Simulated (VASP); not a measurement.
# SnTe (Fm-3m) in VASP: notebook

SnTe is run at these levels: PBEsol; tasks: single point.

All numbers are computed with VASP 6.6.1; they aren't measurements. Logs are shortened: lines on timing, memory, paths and dates and some standing lists are left out, and cuts for length are marked.

## 1. The cell of the first run

The structure is cubic, space group Fm-3m (No. 225). The conventional cell has a = 6.411 Å, b = 6.411 Å, c = 6.411 Å, α = 90.00°, β = 90.00°, γ = 90.00°. Sn (site symmetry m-3m) has 6 Te at 3.21 Å within 4.2 Å. Te (site symmetry m-3m) has 6 Sn at 3.21 Å within 4.2 Å.

## 2. Single point, PBEsol (volume scaled by 1.06)

INCAR reads:

```
PREC = Accurate
ENCUT = 520
EDIFF = 1E-7
ISMEAR = 0
SIGMA = 0.01
LREAL = F
LASPH = T
NELM = 80
ALGO = Normal
ISIF = 2
LWAVE = F
LCHARG = T
GGA = PS
LELF = T
LVHAR = T
NBANDS = 17
```

KPOINTS reads:

```
regular mesh
0
Gamma
  10 10 10
```

POSCAR reads:

```
SnTe
1.0
    0.0000000000      3.2056874583      3.2056874583
    3.2056874583      0.0000000000      3.2056874583
    3.2056874583      3.2056874583      0.0000000000
Sn Te
1 1
Direct
    0.0000000000      0.0000000000      0.0000000000
    0.5000000000      0.5000000000      0.5000000000
```

Potentials or basis: VASP PAW PBE potentials, release 64 (Sn_d, Te).

On the command line:

```
cat potpaw_PBE.64/Sn_d/POTCAR potpaw_PBE.64/Te/POTCAR > POTCAR
mpirun -np 1 vasp_std > vasp.out
```

OUTCAR:

```text
PREC = Accurate
   ENCUT = 520
   EDIFF = 1E-7
   ISMEAR = 0
   LREAL = F
   LASPH = T
   NELM = 80
   ISIF = 2
   GGA = PS

 ion  position               nearest neighbor table
   1  0.000  0.000  0.000-   2 3.21   2 3.21   2 3.21   2 3.21   2 3.21   2 3.21
   2  0.500  0.500  0.500-   1 3.21   1 3.21   1 3.21   1 3.21   1 3.21   1 3.21

  LATTYP: Found a face centered cubic cell.
 ALAT       =     6.4113749166

  Lattice vectors:

 A1 = (   0.0000000000,   3.2056874583,   3.2056874583)
 A2 = (   3.2056874583,   0.0000000000,   3.2056874583)
 A3 = (   3.2056874583,   3.2056874583,   0.0000000000)

Analysis of symmetry for initial positions (statically):
=====================================================================
 Subroutine PRICEL returns:
 Original cell was already a primitive cell.

 Routine SETGRP: Setting up the symmetry group for a
 face centered cubic supercell.

 Subroutine GETGRP returns: Found 48 space group operations
 (whereof 48 operations were pure point group operations)
 out of a pool of 48 trial point group operations.

The static configuration has the point symmetry O_h .

Analysis of symmetry for dynamics (positions and initial velocities):
=====================================================================
 Subroutine PRICEL returns:
 Original cell was already a primitive cell.

 Routine SETGRP: Setting up the symmetry group for a
 face centered cubic supercell.

 Subroutine GETGRP returns: Found 48 space group operations
 (whereof 48 operations were pure point group operations)
 out of a pool of 48 trial point group operations.

The dynamic configuration has the point symmetry O_h .

 Subroutine INISYM returns: Found 48 space group operations
 (whereof 48 operations are pure point group operations),
 and found     1 'primitive' translations

----------------------------------------------------------------------------------------

                                     Primitive cell

  volume of cell :      65.8861

  direct lattice vectors                    reciprocal lattice vectors
     0.000000000  3.205687458  3.205687458    -0.155972785  0.155972785  0.155972785
     3.205687458  0.000000000  3.205687458     0.155972785 -0.155972785  0.155972785
     3.205687458  3.205687458  0.000000000     0.155972785  0.155972785 -0.155972785

  length of vectors
     4.533526680  4.533526680  4.533526680     0.270152788  0.270152788  0.270152788

  position of ions in fractional coordinates (direct lattice)
     0.000000000  0.000000000  0.000000000
     0.500000000  0.500000000  0.500000000

  ion indices of the primitive-cell ions
   primitive index   ion index
                 1           1
                 2           2

----------------------------------------------------------------------------------------

 KPOINTS: regular mesh

Automatic generation of k-mesh.
 Grid dimensions read from file:
 generate k-points for:   10   10   10

 Generating k-lattice:

  Cartesian coordinates                     Fractional coordinates (reciprocal lattice)
    -0.015597278  0.015597278  0.015597278     0.100000000  0.000000000  0.000000000
     0.015597278 -0.015597278  0.015597278     0.000000000  0.100000000  0.000000000
     0.015597278  0.015597278 -0.015597278     0.000000000  0.000000000  0.100000000

  Length of vectors
     0.027015279  0.027015279  0.027015279

  Shift w.r.t. Gamma in fractional coordinates (k-lattice)
     0.000000000  0.000000000  0.000000000

 Subroutine IBZKPT returns following result:
 ===========================================

 Found     47 irreducible k-points:

 Following reciprocal coordinates:
            Coordinates               Weight
  0.000000  0.000000  0.000000      1.000000
  0.100000  0.000000  0.000000      8.000000
  0.200000  0.000000  0.000000      8.000000
  0.300000  0.000000  0.000000      8.000000
  0.400000  0.000000  0.000000      8.000000
  0.500000  0.000000  0.000000      4.000000
[... 16 lines left out ...]
  0.300000  0.300000  0.000000      6.000000
  0.400000  0.300000  0.000000     24.000000
 [... further k-points ...]
   k-points           NKPTS =     47   k-points in BZ     NKDIM =     47   number of bands    NBANDS=     17
   number of dos      NEDOS =    301   number of ions     NIONS =      2
   total plane-waves  NPLWV =  46656
   dimension x,y,z NGX =    36 NGY =   36 NGZ =   36
   dimension x,y,z NGXF=    72 NGYF=   72 NGZF=   72
   ions per type =               1   1
   NGX,Y,Z   is equivalent  to a cutoff of  13.20, 13.20, 13.20 a.u.
   NGXF,Y,Z  is equivalent  to a cutoff of  26.40, 26.40, 26.40 a.u.
 SYSTEM =  unknown system
   PREC   = accura    normal or accurate (medium, high low for compatibility)
   ISTART =      0    job   : 0-new  1-cont  2-samecut
   ICHARG =      2    charge: 1-file 2-atom 10-const
   ISPIN  =      1    spin polarized calculation?
   LNONCOLLINEAR =      F non collinear calculations
   LSORBIT =      F    spin-orbit coupling
   LASPH  =      T    aspherical Exc in radial PAW
   ENCUT  =  520.0 eV  38.22 Ry    6.18 a.u.   8.43  8.43  8.43*2*pi/ulx,y,z
   NELM   =     80;   NELMIN=  2; NELMDL= -5     # of ELM steps
   EDIFF  = 0.1E-06   stopping-criterion for ELM
   LREAL  =      F    real-space projection
   EDIFFG = 0.1E-05   stopping-criterion for IOM
   NSW    =      0    number of steps for IOM
   IBRION =     -1    ionic relax: 0-MD 1-quasi-New 2-CG
   NFREE  =      0    steps in history (QN), initial steepest desc. (CG)
   ISIF   =      2    stress and relaxation
   ISYM   =      2    0-nonsym 1-usesym 2-fastsym
   POTIM  = 0.5000    time-step for ionic-motion
   TEBEG  =    0.0;   TEEND  =   0.0 temperature during run
   PSTRESS=    0.0 pullay stress
   NELECT =      20.0000    total number of electrons
   NUPDOWN=      -1.0000    fix difference up-down
   EMIN   =  10.00;   EMAX   =-10.00  energy-range for DOS
   EFERMI =   0.00;   METHOD = LEGACY
   ISMEAR =     0;   SIGMA  =   0.01  broadening in eV -4-tet -1-fermi 0-gaus
   EFERMI_NEDOS =   21; number of points for ismear=-14 and -15
   IALGO  =     38    algorithm
   IMIX   =      4    mixing-type and parameters
     AMIX     =   0.40;   BMIX     =  1.00
     AMIX_MAG =   1.60;   BMIX_MAG =  1.00
  volume/ion in A,a.u.               =      32.94       222.31
  Fermi-wavevector in a.u.,A,eV,Ry     =   1.100239  2.079150 16.470200  1.210526
  Thomas-Fermi vector in A             =   2.236647
   LORBIT       =      0    0 simple, 1 ext, 2 COOP (PROOUT), +10 PAW based schemes
   GGA     = PS    functional components
   LHFCALC =     F    Hartree Fock is set to
   AEXX    =    0.0000 exact exchange contribution
   IVDW    =     0    specifies the selected vdW correction
   LEPSILON=     F    determine dielectric tensor
   LRPA    =     F    only Hartree local field effects (RPA)
 non-spin polarized calculation
 Gauss-broadening in eV      SIGMA  =   0.01
  energy-cutoff  :      520.00
  volume of cell :       65.89
 maximum number of plane-waves:      1807
 NGX is ok and might be reduce to    36
   NGX = 17   NGY = 17   NGZ = 17

 number of electron      20.0000005 magnetization

 Free energy of the ion-electron system (eV)
  ---------------------------------------------------
  ext. energy  EPLUGINS =         0.00000000
  ---------------------------------------------------
  free energy    TOTEN  =        -8.31014446 eV

  energy without entropy =       -8.31010175  energy(sigma->0) =       -8.31012311

 E-fermi :   6.1515     XC(G=0):  -9.4249

 val. band max:        6.1491358804   @ k =   0.5000   0.0000   0.0000
 cond. band min:       6.1538437414   @ k =   0.5000   0.0000   0.0000
 fundamental gap:      0.0047078610
 Fermi energy:         6.1514898109

 k-point     1 :       0.0000    0.0000    0.0000
  band No.  band energies     occupation
      1     -15.5938      2.00000
      2     -15.5938      2.00000
      3     -15.5897      2.00000
      4     -15.5897      2.00000
      5     -15.5897      2.00000
      6      -6.2740      2.00000
[... 9 lines left out ...]
     16      10.9777      0.00000
     17      12.9911      0.00000

 k-point     2 :       0.1000    0.0000    0.0000
  band No.  band energies     occupation
      1     -15.5940      2.00000
      2     -15.5940      2.00000
      3     -15.5896      2.00000
      4     -15.5893      2.00000
      5     -15.5893      2.00000
      6      -6.1958      2.00000
[... 9 lines left out ...]
     16      11.1779      0.00000
     17      13.6106      0.00000

 k-point     3 :       0.2000    0.0000    0.0000
  band No.  band energies     occupation
      1     -15.5950      2.00000
      2     -15.5950      2.00000
      3     -15.5892      2.00000
      4     -15.5879      2.00000
      5     -15.5879      2.00000
      6      -5.9706      2.00000
[... 9 lines left out ...]
     16      11.7392      0.00000
     17      14.9727      0.00000

 k-point     4 :       0.3000    0.0000    0.0000
  band No.  band energies     occupation
      1     -15.5963      2.00000
      2     -15.5963      2.00000
      3     -15.5888      2.00000
      4     -15.5860      2.00000
      5     -15.5860      2.00000
      6      -5.6348      2.00000
[... 9 lines left out ...]
     16      12.6247      0.00000
     17      16.4984      0.00000

 k-point     5 :       0.4000    0.0000    0.0000
  band No.  band energies     occupation
      1     -15.5974      2.00000
      2     -15.5974      2.00000
      3     -15.5885      2.00000
      4     -15.5845      2.00000
      5     -15.5845      2.00000
      6      -5.2838      2.00000
[... 9 lines left out ...]
     16      13.7927      0.00000
     17      15.8106      0.00000

 k-point     6 :       0.5000    0.0000    0.0000
  band No.  band energies     occupation
      1     -15.5978      2.00000
      2     -15.5978      2.00000
      3     -15.5883      2.00000
      4     -15.5839      2.00000
      5     -15.5839      2.00000
      6      -5.1165      2.00000
[... 9 lines left out ...]
     16      14.9574      0.00000
     17      14.9574      0.00000

 k-point     7 :       0.1000    0.1000    0.0000
  band No.  band energies     occupation
      1     -15.5948      2.00000
      2     -15.5934      2.00000
      3     -15.5900      2.00000
      4     -15.5889      2.00000
      5     -15.5889      2.00000
      6      -6.1700      2.00000
[... 9 lines left out ...]
     16      11.5164      0.00000
     17      13.1127      0.00000

 k-point     8 :       0.2000    0.1000    0.0000
  band No.  band energies     occupation
      1     -15.5961      2.00000
      2     -15.5935      2.00000
      3     -15.5900      2.00000
      4     -15.5879      2.00000
      5     -15.5876      2.00000
      6      -5.9943      2.00000
[... 9 lines left out ...]
     16      12.1425      0.00000
     17      13.8349      0.00000
[... 203 lines left out ...]
      1     -15.6007      2.00000
      2     -15.5949      2.00000
      3     -15.5885      2.00000
      4     -15.5846      2.00000
      5     -15.5831      2.00000
      6      -5.0430      2.00000
[... 9 lines left out ...]
     16      15.1106      0.00000
     17      15.6776      0.00000

 k-point    20 :      -0.4000    0.2000    0.0000
  band No.  band energies     occupation
      1     -15.5997      2.00000
      2     -15.5960      2.00000
      3     -15.5872      2.00000
      4     -15.5850      2.00000
      5     -15.5837      2.00000
      6      -4.9946      2.00000
[... 9 lines left out ...]
     16      13.7724      0.00000
     17      16.3870      0.00000

 k-point    21 :      -0.3000    0.2000    0.0000
  band No.  band energies     occupation
      1     -15.5980      2.00000
      2     -15.5966      2.00000
      3     -15.5873      2.00000
      4     -15.5851      2.00000
      5     -15.5850      2.00000
      6      -5.2087      2.00000
[... 9 lines left out ...]
     16      14.0542      0.00000
     17      15.3097      0.00000

 k-point    22 :      -0.2000    0.2000    0.0000
  band No.  band energies     occupation
      1     -15.5966      2.00000
      2     -15.5962      2.00000
      3     -15.5883      2.00000
      4     -15.5866      2.00000
      5     -15.5853      2.00000
      6      -5.5278      2.00000
[... 9 lines left out ...]
     16      14.1052      0.00000
     17      14.5693      0.00000

 k-point    23 :       0.3000    0.3000    0.0000
  band No.  band energies     occupation
      1     -15.6020      2.00000
      2     -15.5917      2.00000
      3     -15.5912      2.00000
      4     -15.5840      2.00000
      5     -15.5840      2.00000
      6      -5.4479      2.00000
[... 9 lines left out ...]
     16      14.6033      0.00000
     17      14.6514      0.00000

 k-point    24 :       0.4000    0.3000    0.0000
  band No.  band energies     occupation
      1     -15.6035      2.00000
      2     -15.5916      2.00000
      3     -15.5913      2.00000
      4     -15.5830      2.00000
      5     -15.5827      2.00000
      6      -5.1978      2.00000
[... 9 lines left out ...]
     16      15.1692      0.00000
     17      15.7113      0.00000

 [... further k-points ...]
[... 5 lines left out ...]
  --------------------------------------------------------------------------------------
  -------------------------------------------------------------------------------------
  Total       -0.9840078     -0.9840078     -0.9840078      0.0000000     -0.0000000      0.0000000
  in kB      -23.9285071    -23.9285071    -23.9285071      0.0000000     -0.0000000      0.0000000
  external PRESSURE =     -23.9285071 kB  Pullay stress =       0.0000000 kB

 VOLUME and BASIS-vectors are now :
 -----------------------------------------------------------------------------
  energy-cutoff  :      520.00
  volume of cell :       65.89
      direct lattice vectors                 reciprocal lattice vectors
     0.000000000  3.205687458  3.205687458    -0.155972785  0.155972785  0.155972785
     3.205687458  0.000000000  3.205687458     0.155972785 -0.155972785  0.155972785
     3.205687458  3.205687458  0.000000000     0.155972785  0.155972785 -0.155972785

 POSITION                                       TOTAL-FORCE (eV/Angst)
 -----------------------------------------------------------------------------------
      0.00000      0.00000      0.00000         0.000000      0.000000      0.000000
      3.20569      3.20569      3.20569        -0.000000     -0.000000     -0.000000
 -----------------------------------------------------------------------------------
    total drift:                               -0.000000      0.000000      0.000000

  FREE ENERGIE OF THE ION-ELECTRON SYSTEM (eV)
  ---------------------------------------------------
  free  energy   TOTEN  =        -8.3101444568 eV

  energy  without entropy=       -8.3101017545  energy(sigma->0) =       -8.31012311
```

Run time: 1.8 min. Hardware: 1 thread of AMD EPYC 7R13, shared host; peak memory 0.2 GiB.

Results:

```
Free energy : -8.3101 eV
Pressure    : -2.4 GPa
```

Levels at points of the mesh, in eV from the Fermi level:
```
           k point  band 6  band 7  band 8  band 9  band 10  band 11  band 12  band 13  band 14  band 15
(0.00, 0.00, 0.00)  -12.43   -4.89   -1.97   -1.97    -1.97     3.24     3.24     3.24     4.83     4.83
(0.50, 0.00, 0.00)  -11.27   -8.07   -1.65   -1.65     0.00     0.00     0.45     0.45     7.58     8.55
(0.50, 0.50, 0.00)  -11.01   -6.43   -5.22   -3.48    -3.48     2.32     4.68     4.68     6.01     8.92
```

Caveat: the PAW data sets were made with another functional, which shifts forces and pressure a little; spin-orbit coupling is left out, which moves the levels of the heavy elements.

(Continued in part 2 of 2.)
